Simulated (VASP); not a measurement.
Here is a VASP 6.6.1 calculation.

The input INCAR:

```
SYSTEM = Ge3Pd
PREC = Accurate
ENCUT = 520
EDIFF = 1E-6
ISMEAR = 0
SIGMA = 0.1
LREAL = .FALSE.
LASPH = .TRUE.
NELM = 150
ALGO = Normal
ISIF = 2
LWAVE = .FALSE.
LCHARG = .FALSE.
ISPIN = 2
MAGMOM = 0 0 0 1
LORBIT = 11
LMAXMIX = 4
GGA = PE
NBANDS = 38
```

KPOINTS

```
Automatic mesh
0
G
  6 6 6
  0 0 0
```

The input POSCAR:

```
Ge3Pd
1.0
    5.4708856273      0.0000000000      0.0000000000
   -2.7354428137      4.7379259344      0.0000000000
    0.0000000000      0.0000000000      2.8550085703
Ge Pd
3 1
Direct
    0.4013907932      0.0000000000      0.5000000000
    0.0000000000      0.4013907932      0.5000000000
    0.5986092068      0.5986092068      0.5000000000
    0.0000000000      0.0000000000      0.0000000000
```

Potentials or basis: VASP PAW PBE potentials, release 64 (Ge_d, Pd).

Command:

```bash
$ cat potpaw_PBE.64/Ge_d/POTCAR potpaw_PBE.64/Pd/POTCAR > POTCAR
$ mpirun -np 1 vasp_std > vasp.out
```

Predict the net moment.

0.00 μB per cell.

What does it give for the largest force?

0.012 eV/Å.

What does it give for the pressure?

0.1 GPa.

Predict the band gap on the k mesh.

zero (filled and empty bands overlap).

Forces in eV/Å, atoms in the order of the input:
```
Ge   0.012  0.000  0.000
Ge  -0.006  0.011  0.000
Ge  -0.006 -0.011  0.000
Pd   0.000  0.000  0.000
```

Caveat: the k points lie up to 0.37 Å⁻¹ apart, too coarse for converged energies and pressures of a metal.
